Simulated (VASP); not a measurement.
# TiO2 (Pbcn) in VASP: single point with r2SCAN

Aim: the single point of TiO2 with r2SCAN.

All numbers are computed with VASP 6.6.1; they aren't measurements. Logs are shortened: lines on timing, memory, paths and dates and some standing lists are left out, and cuts for length are marked.

### Step 1. The cell of the first run

The structure is orthorhombic, space group Pbcn (No. 60). The conventional cell has a = 4.523 Å, b = 5.475 Å, c = 4.870 Å, α = 90.00°, β = 90.00°, γ = 90.00°. Ti (site symmetry 2) has 6 O at 1.86 to 2.08 Å within 2.5 Å. O (site symmetry 1) has 3 Ti at 1.86 to 2.08 Å and 12 O at 2.56 to 2.95 Å within 3.0 Å.

### Step 2. Single point, r2SCAN

Contents of POSCAR:

```
TiO2
1.0
    4.5230260613      0.0000000000      0.0000000000
    0.0000000000      5.4750333270      0.0000000000
    0.0000000000      0.0000000000      4.8698421457
Ti O
4 8
Direct
    0.5000000000      0.6757341977      0.7500000000
    0.0000000000      0.8242658023      0.2500000000
    0.5000000000      0.3242658023      0.2500000000
    0.0000000000      0.1757341977      0.7500000000
    0.7295401890      0.6166273042      0.0803929744
    0.2295401890      0.8833726958      0.9196070256
    0.7704598110      0.8833726958      0.5803929744
    0.2704598110      0.6166273042      0.4196070256
    0.7295401890      0.3833726958      0.5803929744
    0.2295401890      0.1166273042      0.4196070256
    0.7704598110      0.1166273042      0.0803929744
    0.2704598110      0.3833726958      0.9196070256
```

Contents of INCAR.step1:

```
PREC     = Accurate       # precision mode
ENCUT    = 520            # plane-wave cutoff, eV
ISMEAR   = 0              # smearing method
SIGMA    = 0.02           # smearing width, eV
LREAL    = False          # projectors in reciprocal space
LASPH    = True           # aspherical terms in the spheres
NELM     = 60             # most SCF steps
NBANDS   = 60             # bands
GGA      = PE             # functional
ALGO     = Normal         # electronic algorithm
EDIFF    = 1E-4           # SCF threshold, eV
LWAVE    = True           # write WAVECAR
LCHARG   = False          # write CHGCAR
```

Contents of INCAR.step2:

```
PREC     = Accurate       # precision mode
ENCUT    = 520            # plane-wave cutoff, eV
EDIFF    = 1E-6           # SCF threshold, eV
ISMEAR   = 0              # smearing method
SIGMA    = 0.02           # smearing width, eV
LREAL    = False          # projectors in reciprocal space
LASPH    = True           # aspherical terms in the spheres
NELM     = 60             # most SCF steps
ALGO     = Normal         # electronic algorithm
ISIF     = 2              # what is computed and relaxed
LWAVE    = False          # write WAVECAR
LCHARG   = False          # write CHGCAR
METAGGA  = R2SCAN         # meta-GGA
LMIXTAU  = True         
NBANDS   = 60             # bands
ISTART   = 1
```

Contents of KPOINTS:

```
regular mesh
0
Gamma
  6 4 6
```

Potentials or basis: VASP PAW PBE potentials, release 64 (Ti_sv, O).

On the command line:

```bash
> cat potpaw_PBE.64/Ti_sv/POTCAR potpaw_PBE.64/O/POTCAR > POTCAR
> cp INCAR.step1 INCAR
> mpirun -np 1 vasp_std > vasp.out
> cp INCAR.step2 INCAR
> mpirun -np 1 vasp_std > vasp.out
```

OUTCAR:

```text
PREC = Accurate
   ENCUT = 520
   EDIFF = 1E-6
   ISMEAR = 0
   LREAL = False
   LASPH = True
   NELM = 60
   ISIF = 2
   METAGGA = R2SCAN
   ISTART = 1

 ion  position               nearest neighbor table
   1  0.500  0.676  0.750-   6 1.86   7 1.86   5 1.94   8 1.94   9 2.08  12 2.08
   2  0.000  0.824  0.250-   5 1.86   8 1.86   7 1.94   6 1.94  10 2.08  11 2.08
   3  0.500  0.324  0.250-  10 1.86  11 1.86   9 1.94  12 1.94   5 2.08   8 2.08
   4  0.000  0.176  0.750-   9 1.86  12 1.86  11 1.94  10 1.94   6 2.08   7 2.08
   5  0.730  0.617  0.080-   2 1.86   1 1.94   3 2.08
   6  0.230  0.883  0.920-   1 1.86   2 1.94   4 2.08
   7  0.770  0.883  0.580-   1 1.86   2 1.94   4 2.08
   8  0.270  0.617  0.420-   2 1.86   1 1.94   3 2.08
   9  0.730  0.383  0.580-   4 1.86   3 1.94   1 2.08
  10  0.230  0.117  0.420-   3 1.86   4 1.94   2 2.08
  11  0.770  0.117  0.080-   3 1.86   4 1.94   2 2.08
  12  0.270  0.383  0.920-   4 1.86   3 1.94   1 2.08

  LATTYP: Found a simple orthorhombic cell.
 ALAT       =     4.5230260613
 B/A-ratio  =     1.0766778877
 C/A-ratio  =     1.2104801637

  Lattice vectors:

 A1 = (  -4.5230260613,   0.0000000000,   0.0000000000)
 A2 = (   0.0000000000,   0.0000000000,   4.8698421457)
 A3 = (   0.0000000000,   5.4750333270,   0.0000000000)

Analysis of symmetry for initial positions (statically):
=====================================================================
 Subroutine PRICEL returns:
 Original cell was already a primitive cell.

 Routine SETGRP: Setting up the symmetry group for a
 simple orthorhombic supercell.

 Subroutine GETGRP returns: Found  8 space group operations
 (whereof  2 operations were pure point group operations)
 out of a pool of  8 trial point group operations.

The static configuration has the point symmetry S_2 .
 The point group associated with its full space group is D_2h.

Analysis of symmetry for dynamics (positions and initial velocities):
=====================================================================
 Subroutine PRICEL returns:
 Original cell was already a primitive cell.

 Routine SETGRP: Setting up the symmetry group for a
 simple orthorhombic supercell.

 Subroutine GETGRP returns: Found  8 space group operations
 (whereof  2 operations were pure point group operations)
 out of a pool of  8 trial point group operations.

The dynamic configuration has the point symmetry S_2 .
 The point group associated with its full space group is D_2h.

 Subroutine INISYM returns: Found  8 space group operations
 (whereof  2 operations are pure point group operations),
 and found     1 'primitive' translations

----------------------------------------------------------------------------------------

                                     Primitive cell

  volume of cell :     120.5954

  direct lattice vectors                    reciprocal lattice vectors
     4.523026061  0.000000000  0.000000000     0.221090922  0.000000000  0.000000000
     0.000000000  5.475033327  0.000000000     0.000000000  0.182647290  0.000000000
     0.000000000  0.000000000  4.869842146     0.000000000  0.000000000  0.205345465

  length of vectors
     4.523026061  5.475033327  4.869842146     0.221090922  0.182647290  0.205345465

  position of ions in fractional coordinates (direct lattice)
     0.500000000  0.675734198  0.750000000
     0.000000000  0.824265802  0.250000000
     0.500000000  0.324265802  0.250000000
     0.000000000  0.175734198  0.750000000
     0.729540189  0.616627304  0.080392974
     0.229540189  0.883372696  0.919607026
     0.770459811  0.883372696  0.580392974
     0.270459811  0.616627304  0.419607026
     0.729540189  0.383372696  0.580392974
     0.229540189  0.116627304  0.419607026
     0.770459811  0.116627304  0.080392974
     0.270459811  0.383372696  0.919607026

  ion indices of the primitive-cell ions
   primitive index   ion index
                 1           1
                 2           2
                 3           3
                 4           4
                 5           5
                 6           6
                 7           7
                 8           8
                 9           9
                10          10
                11          11
                12          12

----------------------------------------------------------------------------------------

 KPOINTS: regular mesh

Automatic generation of k-mesh.
 Grid dimensions read from file:
 generate k-points for:    6    4    6

 Generating k-lattice:

  Cartesian coordinates                     Fractional coordinates (reciprocal lattice)
     0.036848487  0.000000000  0.000000000     0.166666667  0.000000000  0.000000000
     0.000000000  0.045661823  0.000000000     0.000000000  0.250000000  0.000000000
     0.000000000  0.000000000  0.034224244     0.000000000  0.000000000  0.166666667

  Length of vectors
     0.036848487  0.045661823  0.034224244

  Shift w.r.t. Gamma in fractional coordinates (k-lattice)
     0.000000000  0.000000000  0.000000000

 Subroutine IBZKPT returns following result:
 ===========================================

 Found     48 irreducible k-points:

 Following reciprocal coordinates:
            Coordinates               Weight
  0.000000  0.000000  0.000000      1.000000
  0.166667  0.000000  0.000000      2.000000
  0.333333  0.000000  0.000000      2.000000
  0.500000  0.000000  0.000000      1.000000
  0.000000  0.250000  0.000000      2.000000
  0.166667  0.250000  0.000000      4.000000
[... 16 lines left out ...]
  0.333333  0.500000  0.166667      4.000000
  0.500000  0.500000  0.166667      2.000000
 [... further k-points ...]
   k-points           NKPTS =     48   k-points in BZ     NKDIM =     48   number of bands    NBANDS=     60
   number of dos      NEDOS =    301   number of ions     NIONS =     12
   total plane-waves  NPLWV =  54432
   dimension x,y,z NGX =    36 NGY =   42 NGZ =   36
   dimension x,y,z NGXF=    72 NGYF=   84 NGZF=   72
   ions per type =               4   8
   NGX,Y,Z   is equivalent  to a cutoff of  13.23, 12.75, 12.29 a.u.
   NGXF,Y,Z  is equivalent  to a cutoff of  26.46, 25.51, 24.58 a.u.
 SYSTEM =  unknown system
   PREC   = accura    normal or accurate (medium, high low for compatibility)
   ISTART =      1    job   : 0-new  1-cont  2-samecut
   ICHARG =      0    charge: 1-file 2-atom 10-const
   ISPIN  =      1    spin polarized calculation?
   LNONCOLLINEAR =      F non collinear calculations
   LSORBIT =      F    spin-orbit coupling
   LASPH  =      T    aspherical Exc in radial PAW
   ENCUT  =  520.0 eV  38.22 Ry    6.18 a.u.   8.41 10.18  9.05*2*pi/ulx,y,z
   NELM   =     60;   NELMIN=  2; NELMDL=  0     # of ELM steps
   EDIFF  = 0.1E-05   stopping-criterion for ELM
   LREAL  =      F    real-space projection
   EDIFFG = 0.1E-04   stopping-criterion for IOM
   NSW    =      0    number of steps for IOM
   IBRION =     -1    ionic relax: 0-MD 1-quasi-New 2-CG
   NFREE  =      0    steps in history (QN), initial steepest desc. (CG)
   ISIF   =      2    stress and relaxation
   ISYM   =      2    0-nonsym 1-usesym 2-fastsym
   POTIM  = 0.5000    time-step for ionic-motion
   TEBEG  =    0.0;   TEEND  =   0.0 temperature during run
   PSTRESS=    0.0 pullay stress
   NELECT =      96.0000    total number of electrons
   NUPDOWN=      -1.0000    fix difference up-down
   EMIN   =  10.00;   EMAX   =-10.00  energy-range for DOS
   EFERMI =   0.00;   METHOD = LEGACY
   ISMEAR =     0;   SIGMA  =   0.02  broadening in eV -4-tet -1-fermi 0-gaus
   EFERMI_NEDOS =   21; number of points for ismear=-14 and -15
   IALGO  =     38    algorithm
   IMIX   =      4    mixing-type and parameters
     AMIX     =   0.40;   BMIX     =  1.00
     AMIX_MAG =   1.60;   BMIX_MAG =  1.00
  volume/ion in A,a.u.               =      10.05        67.82
  Fermi-wavevector in a.u.,A,eV,Ry     =   1.517242  2.867173 31.320948  2.302025
  Thomas-Fermi vector in A             =   2.626524
   LORBIT       =      0    0 simple, 1 ext, 2 COOP (PROOUT), +10 PAW based schemes
   METAGGA = R2SCAN    functional components
   LHFCALC =     F    Hartree Fock is set to
   AEXX    =    0.0000 exact exchange contribution
   IVDW    =     0    specifies the selected vdW correction
   LEPSILON=     F    determine dielectric tensor
   LRPA    =     F    only Hartree local field effects (RPA)
 non-spin polarized calculation
 Gauss-broadening in eV      SIGMA  =   0.02
  energy-cutoff  :      520.00
  volume of cell :      120.60
 maximum number of plane-waves:      3274
 NGX is ok and might be reduce to    36
   NGX = 17   NGY = 21   NGZ = 19

 number of electron      96.0000001 magnetization

 Free energy of the ion-electron system (eV)
  ---------------------------------------------------
  ext. energy  EPLUGINS =         0.00000000
  ---------------------------------------------------
  free energy    TOTEN  =      -139.58742020 eV

  energy without entropy =     -139.58742020  energy(sigma->0) =     -139.58742020

 E-fermi :   4.6177     XC(G=0): -12.3912

 val. band max:        4.5124145680   @ k =   0.0000   0.0000   0.0000
 cond. band min:       7.6290716120   @ k =   0.0000   0.0000   0.5000
 fundamental gap:      3.1166570440
 Fermi energy:         4.6177249211

 k-point     1 :       0.0000    0.0000    0.0000
  band No.  band energies     occupation
      1     -54.0199      2.00000
      2     -53.9941      2.00000
      3     -53.9877      2.00000
      4     -53.9807      2.00000
      5     -29.4465      2.00000
      6     -29.3558      2.00000
[... 52 lines left out ...]
     59       9.5005      0.00000
     60       9.7690      0.00000

 k-point     2 :       0.1667    0.0000    0.0000
  band No.  band energies     occupation
      1     -54.0182      2.00000
      2     -53.9958      2.00000
      3     -53.9872      2.00000
      4     -53.9812      2.00000
      5     -29.4336      2.00000
      6     -29.3500      2.00000
[... 1375 lines left out ...]
     59       9.2899      0.00000
     60       9.3028      0.00000

 k-point    24 :       0.5000    0.5000    0.1667
  band No.  band energies     occupation
      1     -54.0053      2.00000
      2     -54.0053      2.00000
      3     -53.9858      2.00000
      4     -53.9858      2.00000
      5     -29.3917      2.00000
      6     -29.3917      2.00000
[... 52 lines left out ...]
     59       9.1239      0.00000
     60       9.1239      0.00000

 [... further k-points ...]
[... 5 lines left out ...]
  --------------------------------------------------------------------------------------
  -------------------------------------------------------------------------------------
  Total        4.1075781      3.8906524      4.1993499      0.0000000      0.0000000      0.0000000
  in kB       54.5714721     51.6894933     55.7907122      0.0000000      0.0000000      0.0000000
  external PRESSURE =      54.0172259 kB  Pullay stress =       0.0000000 kB

 VOLUME and BASIS-vectors are now :
 -----------------------------------------------------------------------------
  energy-cutoff  :      520.00
  volume of cell :      120.60
      direct lattice vectors                 reciprocal lattice vectors
     4.523026061  0.000000000  0.000000000     0.221090922  0.000000000  0.000000000
     0.000000000  5.475033327  0.000000000     0.000000000  0.182647290  0.000000000
     0.000000000  0.000000000  4.869842146     0.000000000  0.000000000  0.205345465

 POSITION                                       TOTAL-FORCE (eV/Angst)
 -----------------------------------------------------------------------------------
      2.26151      3.69967      3.65238         0.000000     -0.106081      0.000000
      0.00000      4.51288      1.21746         0.000000      0.106081      0.000000
      2.26151      1.77537      1.21746         0.000000      0.106081     -0.000000
      0.00000      0.96215      3.65238         0.000000     -0.106081      0.000000
      3.29973      3.37606      0.39150        -0.026679     -0.065532     -0.000704
      1.03822      4.83649      4.47834        -0.026679      0.065532      0.000704
      3.48481      4.83649      2.82642         0.026679      0.065532     -0.000704
      1.22330      3.37606      2.04342         0.026679     -0.065532      0.000704
      3.29973      2.09898      2.82642        -0.026679      0.065532     -0.000704
      1.03822      0.63854      2.04342        -0.026679     -0.065532      0.000704
      3.48481      0.63854      0.39150         0.026679     -0.065532     -0.000704
      1.22330      2.09898      4.47834         0.026679      0.065532      0.000704
 -----------------------------------------------------------------------------------
    total drift:                                0.000000      0.000000      0.000000

  FREE ENERGIE OF THE ION-ELECTRON SYSTEM (eV)
  ---------------------------------------------------
  free  energy   TOTEN  =      -139.5874202017 eV

  energy  without entropy=     -139.5874202017  energy(sigma->0) =     -139.58742020
```

Run time: 11 min. Hardware: 1 thread of Intel Xeon 6975P-C (Granite Rapids), shared host; peak memory 0.39 GiB.

What came out:

```
Free energy            : -139.5874 eV
Pressure               : 5.4 GPa
Largest force          : 0.106 eV/Å
Band gap on the k mesh : 3.12 eV (least direct gap 3.16 eV)
```

Forces on the atoms (eV/Å):
```
Ti   0.000 -0.106  0.000
Ti   0.000  0.106  0.000
Ti   0.000  0.106  0.000
Ti   0.000 -0.106  0.000
O   -0.027 -0.066 -0.001
O   -0.027  0.066  0.001
O    0.027  0.066 -0.001
O    0.027 -0.066  0.001
O   -0.027  0.066 -0.001
O   -0.027 -0.066  0.001
O    0.027 -0.066 -0.001
O    0.027  0.066  0.001
```

Caveat: the cell stands under pressure; the PAW data sets were made with another functional, which shifts forces and pressure a little. A k mesh can miss the band edges.
